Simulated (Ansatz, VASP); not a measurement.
One calculation of ZnS, two programs

```
CELL_PARAMETERS angstrom
0.00000 2.69368 2.69368
2.69368 0.00000 2.69368
2.69368 2.69368 0.00000
ATOMIC_POSITIONS crystal
Zn 0.00000 0.00000 0.00000
S 0.75000 0.75000 0.75000
```

Alike in both runs: task single point; functional r2SCAN; k mesh 6 × 6 × 6; occupations gaussian, width 0.1 eV; no spin polarisation.

|  | VASP | Ansatz |
| --- | --- | --- |
| version | VASP 6.6.1 | Ansatz 0.2.0 |
| potentials or method | VASP PAW PBE potentials, release 64 (Zn, S), cutoff 520 eV | scalar-relativistic, plane waves, PAW |
| valence electrons in the cell | 18 | 18 |

VASP gave:

```
gap on the k mesh at the Fermi level (eV) : 2.72
least direct gap on the mesh (eV)         : 2.72
pressure (GPa)                            : 0.1
```

**Question.** Which values does Ansatz return?

**Answer.** gap on the k mesh at the Fermi level (eV): 2.71; least direct gap on the mesh (eV): 2.71; pressure (GPa): 0.1.

VASP's potentials were made for PBE, not for r2SCAN. With one functional, cell and mesh, what is left measures potentials, basis and numerics.
